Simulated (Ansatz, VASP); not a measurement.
Be in VASP and in Ansatz

The input INCAR:

```
ALGO = Normal
EDIFF = 1E-6
ENCUT = 520
GGA = RP
ISIF = 2
ISMEAR = -1
LASPH = T
LCHARG = F
LREAL = F
LWAVE = F
NBANDS = 12
NELM = 80
PREC = Accurate
SIGMA = 0.1
```

File KPOINTS:

```
k-points
0
Gamma
  18 18 5
```

File POSCAR:

```
Be
1.0
    2.3047508381      0.0000000000      0.0000000000
   -1.1523754191      1.9959727752      0.0000000000
    0.0000000000      0.0000000000      7.3309267760
Be
4
Direct
    0.0000000000      1.0000000000      1.0000000000
    1.0000000000      1.0000000000      0.5000000000
    0.3333333333      0.6666666667      0.2500000000
    0.6666666667      0.3333333333      0.7500000000
```

Input for Ansatz:

```yaml
crystal:
  lattice:
    - [2.3047508381, 0.0, 0.0]
    - [-1.1523754191, 1.9959727752, 0.0]
    - [0.0, 0.0, 7.330926776]
  atoms:
    - { symbol: Be, position: [0.0, 1.0, 1.0] }
    - { symbol: Be, position: [1.0, 1.0, 0.5] }
    - { symbol: Be, position: [0.3333333333, 0.6666666667, 0.25] }
    - { symbol: Be, position: [0.6666666667, 0.3333333333, 0.75] }
hamiltonian:
  xc: rpbe
  pseudopotentials:
    kind: paw
    azcp:
      Be: "pseudopotentials/Be.paw.azcp"
basis:
  ecutwfc: 420
  fft_grid_basis: typed
kpoints:
  mp_grid: { grid: [18, 18, 5], shift: [0, 0, 0] }
magnetization:
  spin_polarized: false
scf:
  occupations: { method: fermi_dirac, width: 0.1 }
  lower_state_search: "off"
output:
  stress: true
  write_density: true
  write_potential: true
  elf: true
  volumetric_format: npy
```

Alike in both runs: task single point; functional RPBE; k mesh 18 × 18 × 5; occupations fermi-dirac, width 0.1 eV; no spin polarisation.

|  | VASP | Ansatz |
| --- | --- | --- |
| version | VASP 6.6.1 | Ansatz 0.2.0 |
| potentials or method | VASP PAW PBE potentials, release 64 (Be), cutoff 520 eV | plane waves (420 eV) with PAW, scalar-relativistic |
| valence electrons in the cell | 8 | 8 |

|  | VASP | Ansatz | Ansatz less VASP |
| --- | --- | --- | --- |
| pressure (GPa) | -4.3 | -4.3 | -0.01 |
| traceless stress, the component that is largest in VASP (GPa) | 0.25 | 0.23 | -0.014 |

VASP's potentials were made for PBE, not for RPBE. The functional is the same, so the differences come from potentials, cutoffs and numerics.
